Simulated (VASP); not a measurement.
# Ir (Fm-3m) in VASP: notebook, part 2 of 2

VASP 6.6.1.

## (3) Single point, revPBE

This run uses another cell than the first one, of 14.61 Å³/atom, 1.039 times its volume.

The input, INCAR:

```
PREC = Accurate
ENCUT = 520
EDIFF = 1E-6
ISMEAR = -1
SIGMA = 0.05
LREAL = False
LASPH = True
NELM = 80
ALGO = Normal
ISIF = 2
LWAVE = False
LCHARG = False
GGA = RE
NBANDS = 10
```

The input, KPOINTS:

```
Automatic mesh
0
Gamma
  12 12 12
```

The input, POSCAR:

```
Ir
1.0
    0.0000000000      1.9402216130      1.9402216130
    1.9402216130      0.0000000000      1.9402216130
    1.9402216130      1.9402216130      0.0000000000
Ir
1
Direct
    0.0000000000      0.0000000000      0.0000000000
```

Potentials or basis: VASP PAW PBE potentials, release 64 (Ir).

Command:

```sh
$ cat potpaw_PBE.64/Ir/POTCAR > POTCAR
$ mpirun -np 1 vasp_std > vasp.out
```

OUTCAR:

```text
PREC = Accurate
   ENCUT = 520
   EDIFF = 1E-6
   ISMEAR = -1
   LREAL = False
   LASPH = True
   NELM = 80
   ISIF = 2
   GGA = RE

 ion  position               nearest neighbor table
   1  0.000  0.000  0.000-

  LATTYP: Found a face centered cubic cell.
 ALAT       =     3.8804432260

  Lattice vectors:

 A1 = (   0.0000000000,   1.9402216130,   1.9402216130)
 A2 = (   1.9402216130,   0.0000000000,   1.9402216130)
 A3 = (   1.9402216130,   1.9402216130,   0.0000000000)

Analysis of symmetry for initial positions (statically):
[... 5 lines left out ...]
 face centered cubic supercell.

 Subroutine GETGRP returns: Found 48 space group operations
 (whereof 48 operations were pure point group operations)
 out of a pool of 48 trial point group operations.

The static configuration has the point symmetry O_h .

Analysis of symmetry for dynamics (positions and initial velocities):
[... 5 lines left out ...]
 face centered cubic supercell.

 Subroutine GETGRP returns: Found 48 space group operations
 (whereof 48 operations were pure point group operations)
 out of a pool of 48 trial point group operations.

The dynamic configuration has the point symmetry O_h .

 Subroutine INISYM returns: Found 48 space group operations
 (whereof 48 operations are pure point group operations),
 and found     1 'primitive' translations

----------------------------------------------------------------------------------------

                                     Primitive cell

  volume of cell :      14.6078

  direct lattice vectors                    reciprocal lattice vectors
     0.000000000  1.940221613  1.940221613    -0.257702521  0.257702521  0.257702521
     1.940221613  0.000000000  1.940221613     0.257702521 -0.257702521  0.257702521
     1.940221613  1.940221613  0.000000000     0.257702521  0.257702521 -0.257702521

  length of vectors
     2.743887719  2.743887719  2.743887719     0.446353859  0.446353859  0.446353859

  position of ions in fractional coordinates (direct lattice)
     0.000000000  0.000000000  0.000000000

  ion indices of the primitive-cell ions
   primitive index   ion index
                 1           1

----------------------------------------------------------------------------------------

 KPOINTS: Automatic mesh

Automatic generation of k-mesh.
 Grid dimensions read from file:
 generate k-points for:   12   12   12

 Generating k-lattice:

  Cartesian coordinates                     Fractional coordinates (reciprocal lattice)
    -0.021475210  0.021475210  0.021475210     0.083333333  0.000000000  0.000000000
     0.021475210 -0.021475210  0.021475210     0.000000000  0.083333333  0.000000000
     0.021475210  0.021475210 -0.021475210     0.000000000  0.000000000  0.083333333

  Length of vectors
     0.037196155  0.037196155  0.037196155

  Shift w.r.t. Gamma in fractional coordinates (k-lattice)
     0.000000000  0.000000000  0.000000000

 Subroutine IBZKPT returns following result:
 ===========================================

 Found     72 irreducible k-points:

 Following reciprocal coordinates:
            Coordinates               Weight
  0.000000  0.000000  0.000000      1.000000
  0.083333  0.000000  0.000000      8.000000
  0.166667  0.000000  0.000000      8.000000
  0.250000  0.000000  0.000000      8.000000
  0.333333  0.000000  0.000000      8.000000
  0.416667  0.000000  0.000000      8.000000
[... 16 lines left out ...]
  0.500000  0.166667  0.000000     24.000000
 -0.416667  0.166667  0.000000     24.000000
 [... further k-points ...]
   k-points           NKPTS =     72   k-points in BZ     NKDIM =     72   number of bands    NBANDS=     10
   number of dos      NEDOS =    301   number of ions     NIONS =      1
   total plane-waves  NPLWV =   8000
   dimension x,y,z NGX =    20 NGY =   20 NGZ =   20
   dimension x,y,z NGXF=    40 NGYF=   40 NGZF=   40
   ions per type =               1
   NGX,Y,Z   is equivalent  to a cutoff of  12.12, 12.12, 12.12 a.u.
   NGXF,Y,Z  is equivalent  to a cutoff of  24.24, 24.24, 24.24 a.u.
 SYSTEM =  unknown system
   PREC   = accura    normal or accurate (medium, high low for compatibility)
   ISTART =      0    job   : 0-new  1-cont  2-samecut
   ICHARG =      2    charge: 1-file 2-atom 10-const
   ISPIN  =      1    spin polarized calculation?
   LNONCOLLINEAR =      F non collinear calculations
   LSORBIT =      F    spin-orbit coupling
   LASPH  =      T    aspherical Exc in radial PAW
   ENCUT  =  520.0 eV  38.22 Ry    6.18 a.u.   5.10  5.10  5.10*2*pi/ulx,y,z
   NELM   =     80;   NELMIN=  2; NELMDL= -5     # of ELM steps
   EDIFF  = 0.1E-05   stopping-criterion for ELM
   LREAL  =      F    real-space projection
   EDIFFG = 0.1E-04   stopping-criterion for IOM
   NSW    =      0    number of steps for IOM
   IBRION =     -1    ionic relax: 0-MD 1-quasi-New 2-CG
   NFREE  =      0    steps in history (QN), initial steepest desc. (CG)
   ISIF   =      2    stress and relaxation
   ISYM   =      2    0-nonsym 1-usesym 2-fastsym
   POTIM  = 0.5000    time-step for ionic-motion
   TEBEG  =    0.0;   TEEND  =   0.0 temperature during run
   PSTRESS=    0.0 pullay stress
   NELECT =       9.0000    total number of electrons
   NUPDOWN=      -1.0000    fix difference up-down
   EMIN   =  10.00;   EMAX   =-10.00  energy-range for DOS
[... 5 lines left out ...]
     AMIX     =   0.40;   BMIX     =  1.00
     AMIX_MAG =   1.60;   BMIX_MAG =  1.00
  volume/ion in A,a.u.               =      14.61        98.58
  Fermi-wavevector in a.u.,A,eV,Ry     =   1.393032  2.632448 26.402613  1.940537
  Thomas-Fermi vector in A             =   2.516717
   LORBIT       =      0    0 simple, 1 ext, 2 COOP (PROOUT), +10 PAW based schemes
   GGA     = RE    functional components
   LHFCALC =     F    Hartree Fock is set to
   AEXX    =    0.0000 exact exchange contribution
   IVDW    =     0    specifies the selected vdW correction
   LEPSILON=     F    determine dielectric tensor
   LRPA    =     F    only Hartree local field effects (RPA)
 non-spin polarized calculation
  energy-cutoff  :      520.00
  volume of cell :       14.61
 maximum number of plane-waves:       411
   NGX = 11   NGY = 11   NGZ = 11

 number of electron       9.0000000 magnetization

 Free energy of the ion-electron system (eV)
  ---------------------------------------------------
  ext. energy  EPLUGINS =         0.00000000
  ---------------------------------------------------
  free energy    TOTEN  =        -8.33846160 eV

  energy without entropy =       -8.33340375  energy(sigma->0) =       -8.33593267

 E-fermi :   9.9307     XC(G=0): -13.7699

 val. band max:        9.9200862986   @ k =  -0.3333   0.3333   0.0000
 cond. band min:       9.9331493601   @ k =  -0.2500   0.0833   0.0000
 fundamental gap:      0.0130630615
 Fermi energy:         9.9306825385

 k-point     1 :       0.0000    0.0000    0.0000
  band No.  band energies     occupation
      1      -0.8485      2.00000
      2       6.2146      2.00000
      3       6.2146      2.00000
      4       6.2146      2.00000
      5       8.7585      2.00000
      6       8.7585      2.00000
      7      24.2789      0.00000
      8      29.6849      0.00000
      9      29.6849      0.00000
     10      29.6849      0.00000

 k-point     2 :       0.0833    0.0000    0.0000
  band No.  band energies     occupation
      1      -0.5524      2.00000
      2       6.0645      2.00000
      3       6.3386      2.00000
      4       6.3386      2.00000
      5       8.6838      2.00000
      6       8.6838      2.00000
      7      24.7754      0.00000
      8      28.2575      0.00000
      9      30.1644      0.00000
     10      30.1644      0.00000

 k-point     3 :       0.1667    0.0000    0.0000
  band No.  band energies     occupation
      1       0.2634      2.00000
      2       5.7602      2.00000
      3       6.5901      2.00000
      4       6.5901      2.00000
      5       8.6153      2.00000
      6       8.6153      2.00000
      7      25.8017      0.00000
      8      26.0877      0.00000
      9      31.4989      0.00000
     10      31.4989      0.00000
[... 248 lines left out ...]
 k-point    23 :       0.5000    0.1667    0.0000
  band No.  band energies     occupation
      1       2.9952      2.00000
      2       5.3714      2.00000
      3       6.7400      2.00000
      4       7.0088      2.00000
      5      10.8204      0.00000
      6      12.9882      0.00000
      7      17.2240      0.00000
      8      25.2812      0.00000
      9      27.9295      0.00000
     10      28.4029      0.00000

 k-point    24 :      -0.4167    0.1667    0.0000
  band No.  band energies     occupation
      1       3.0625      2.00000
      2       5.3959      2.00000
      3       6.9021      2.00000
      4       7.0655      2.00000
      5      10.3294      0.00069
      6      13.5624      0.00000
      7      16.8895      0.00000
      8      25.0571      0.00000
      9      27.2083      0.00000
     10      29.1327      0.00000

 [... further k-points ...]
[... 5 lines left out ...]
  --------------------------------------------------------------------------------------
  -------------------------------------------------------------------------------------
  Total        0.0321739      0.0321739      0.0321739     -0.0000000      0.0000000      0.0000000
  in kB        3.5288286      3.5288286      3.5288286     -0.0000000      0.0000000      0.0000000
  external PRESSURE =       3.5288286 kB  Pullay stress =       0.0000000 kB

 VOLUME and BASIS-vectors are now :
 -----------------------------------------------------------------------------
  energy-cutoff  :      520.00
  volume of cell :       14.61
      direct lattice vectors                 reciprocal lattice vectors
     0.000000000  1.940221613  1.940221613    -0.257702521  0.257702521  0.257702521
     1.940221613  0.000000000  1.940221613     0.257702521 -0.257702521  0.257702521
     1.940221613  1.940221613  0.000000000     0.257702521  0.257702521 -0.257702521

 POSITION                                       TOTAL-FORCE (eV/Angst)
 -----------------------------------------------------------------------------------
      0.00000      0.00000      0.00000         0.000000      0.000000      0.000000
 -----------------------------------------------------------------------------------
    total drift:                                0.000000     -0.000000     -0.000000

  FREE ENERGIE OF THE ION-ELECTRON SYSTEM (eV)
  ---------------------------------------------------
  free  energy   TOTEN  =        -8.3384615954 eV

  energy  without entropy=       -8.3334037494  energy(sigma->0) =       -8.33593267
```

OSZICAR:

```text
N       E                     dE             d eps       ncg     rms          rms(c)
DAV:   1     0.484744701314E+02    0.48474E+02   -0.43147E+03  1448   0.810E+02
DAV:   2    -0.803638866354E+01   -0.56511E+02   -0.54041E+02  1464   0.197E+02
DAV:   3    -0.887480878505E+01   -0.83842E+00   -0.83597E+00  1704   0.295E+01
DAV:   4    -0.888234832597E+01   -0.75395E-02   -0.75384E-02  1604   0.257E+00
DAV:   5    -0.888250980926E+01   -0.16148E-03   -0.16148E-03  1664   0.361E-01    0.137E+01
DAV:   6    -0.842493533736E+01    0.45757E+00   -0.82886E-01  1618   0.112E+01    0.558E+00
DAV:   7    -0.834410507684E+01    0.80830E-01   -0.26582E-01  1682   0.583E+00    0.149E+00
DAV:   8    -0.834234429537E+01    0.17608E-02   -0.20979E-03  1542   0.467E-01    0.122E+00
DAV:   9    -0.833845474999E+01    0.38895E-02   -0.27370E-03  1630   0.724E-01    0.222E-02
DAV:  10    -0.833845994869E+01   -0.51987E-05   -0.18705E-05  1998   0.439E-02    0.312E-02
DAV:  11    -0.833846161196E+01   -0.16633E-05   -0.19440E-06  1474   0.170E-02    0.219E-03
DAV:  12    -0.833846159543E+01    0.16525E-07   -0.22320E-08   790   0.146E-03
   1 F= -.83384616E+01 E0= -.83359327E+01  d E =-.505785E-02
```

stdout:

```text
POSCAR found type information on POSCAR Ir
 POSCAR found :  1 types and       1 ions
 scaLAPACK will be used
 -----------------------------------------------------------------------------
|                                                                             |
|                                                                             |
|     You enforced a specific xc type in the INCAR file but a different       |
|     I HOPE YOU KNOW WHAT YOU ARE DOING!                                     |
|                                                                             |
 -----------------------------------------------------------------------------

 LDA part: xc-table for (Slater+PW92), standard interpolation
 POSCAR, INCAR and KPOINTS ok, starting setup
 FFT: planning ... GRIDC
 FFT: planning ... GRID_SOFT
 FFT: planning ... GRID
 WAVECAR not read
 entering main loop
```

It took 6.9 s on 1 thread of Intel Xeon Platinum 8375C at 2.90GHz (Ice Lake), shared host; peak memory 0.13 GiB.

Results:

- Free energy: -8.3385 eV
- Pressure: 0.4 GPa

Levels at points of the mesh, in eV from the Fermi level:
| k point | band 1 | band 2 | band 3 | band 4 | band 5 | band 6 | band 7 | band 8 |
| --- | --- | --- | --- | --- | --- | --- | --- | --- |
| (0.00, 0.00, 0.00) | -10.78 | -3.72 | -3.72 | -3.72 | -1.17 | -1.17 | 14.35 | 19.75 |
| (0.50, 0.00, 0.00) | -7.78 | -3.82 | -3.82 | -0.69 | 0.81 | 0.81 | 6.94 | 13.89 |
| (0.50, 0.50, 0.00) | -7.57 | -7.01 | 0.78 | 1.36 | 1.36 | 1.69 | 10.08 | 11.55 |

Caveat: the PAW data sets were made with another functional, which shifts forces and pressure a little; spin-orbit coupling is left out, which moves the levels of the heavy elements.

## (4) Single point, BLYP

This run uses another cell than the first one, of 15.22 Å³/atom, 1.083 times its volume.

The input, INCAR:

```
PREC = Accurate
ENCUT = 520
EDIFF = 1E-7
ISMEAR = -1
SIGMA = 0.05
LREAL = False
LASPH = True
NELM = 100
ALGO = Fast
ISIF = 2
LWAVE = False
LCHARG = False
GGA = B5
ALDAX = 1.0
AGGAX = 1.0
AGGAC = 1.0
ALDAC = 0.0
NBANDS = 10
```

The input, KPOINTS:

```
regular mesh
0
Gamma
  12 12 12
```

The input, POSCAR:

```
Ir
1.0
    0.0000000000      1.9671366249      1.9671366249
    1.9671366249      0.0000000000      1.9671366249
    1.9671366249      1.9671366249      0.0000000000
Ir
1
Direct
    0.0000000000      0.0000000000      0.0000000000
```

Potentials or basis: VASP PAW PBE potentials, release 64 (Ir).

Command:

```sh
$ cat potpaw_PBE.64/Ir/POTCAR > POTCAR
$ mpirun -np 1 vasp_std > vasp.out
```

OUTCAR:

```text
PREC = Accurate
   ENCUT = 520
   EDIFF = 1E-7
   ISMEAR = -1
   LREAL = False
   LASPH = True
   NELM = 100
   ISIF = 2
   GGA = B5

 ion  position               nearest neighbor table
   1  0.000  0.000  0.000-

  LATTYP: Found a face centered cubic cell.
 ALAT       =     3.9342732498

  Lattice vectors:

 A1 = (   0.0000000000,   1.9671366249,   1.9671366249)
 A2 = (   1.9671366249,   0.0000000000,   1.9671366249)
[... 481 lines left out ...]
 k-point    24 :      -0.4167    0.1667    0.0000
  band No.  band energies     occupation
      1       3.3396      2.00000
      2       5.5561      2.00000
      3       6.9301      2.00000
      4       7.2105      2.00000
      5      10.1296      0.00115
      6      13.3842      0.00000
      7      16.4364      0.00000
      8      24.9945      0.00000
      9      26.9590      0.00000
     10      28.6557      0.00000

 [... further k-points ...]
[... 5 lines left out ...]
  --------------------------------------------------------------------------------------
  -------------------------------------------------------------------------------------
  Total        0.2252361      0.2252361      0.2252361     -0.0000000      0.0000000      0.0000000
  in kB       23.7036377     23.7036377     23.7036377     -0.0000000      0.0000000      0.0000000
  external PRESSURE =      23.7036377 kB  Pullay stress =       0.0000000 kB

 VOLUME and BASIS-vectors are now :
 -----------------------------------------------------------------------------
  energy-cutoff  :      520.00
  volume of cell :       15.22
      direct lattice vectors                 reciprocal lattice vectors
     0.000000000  1.967136625  1.967136625    -0.254176550  0.254176550  0.254176550
     1.967136625  0.000000000  1.967136625     0.254176550 -0.254176550  0.254176550
     1.967136625  1.967136625  0.000000000     0.254176550  0.254176550 -0.254176550

 POSITION                                       TOTAL-FORCE (eV/Angst)
 -----------------------------------------------------------------------------------
      0.00000      0.00000      0.00000         0.000000      0.000000      0.000000
 -----------------------------------------------------------------------------------
    total drift:                               -0.000000     -0.000000     -0.000000

  FREE ENERGIE OF THE ION-ELECTRON SYSTEM (eV)
  ---------------------------------------------------
  free  energy   TOTEN  =        -7.4618622211 eV

  energy  without entropy=       -7.4563652059  energy(sigma->0) =       -7.45911371
```

It took 22 s on 1 thread of Intel Xeon Platinum 8375C at 2.90GHz (Ice Lake), shared host; peak memory 0.15 GiB.

Results:

| Quantity | Value |
| --- | --- |
| Free energy | -7.4619 eV |
| Pressure | 2.4 GPa |

Caveat: the PAW data sets were made with another functional, which shifts forces and pressure a little; spin-orbit coupling is left out, which moves the levels of the heavy elements.

## (5) Overview

```csv
level,cell,smearing,gap on the mesh (eV),pressure (GPa)
PBE,"a = 2.709 Å, angles 60.0°, 1 atom",gaussian 0.1 eV,none,11.8
revPBE,"a = 2.744 Å, angles 60.0°, 1 atom",fermi-dirac 0.05 eV,none,0.4
BLYP,"a = 2.782 Å, angles 60.0°, 1 atom",fermi-dirac 0.05 eV,none,2.4
```

Alike in all rows: task single point; potentials or basis VASP PAW PBE potentials, release 64 (Ir); no spin polarisation; k mesh 12 × 12 × 12; cutoff (eV) 520.

Caveats: spin-orbit coupling is left out, which moves the levels of the heavy elements; the PAW data sets were made with another functional, which shifts forces and pressure a little (some runs).

Total energies depend on the potentials used, so only differences within one code and one set of settings carry meaning.
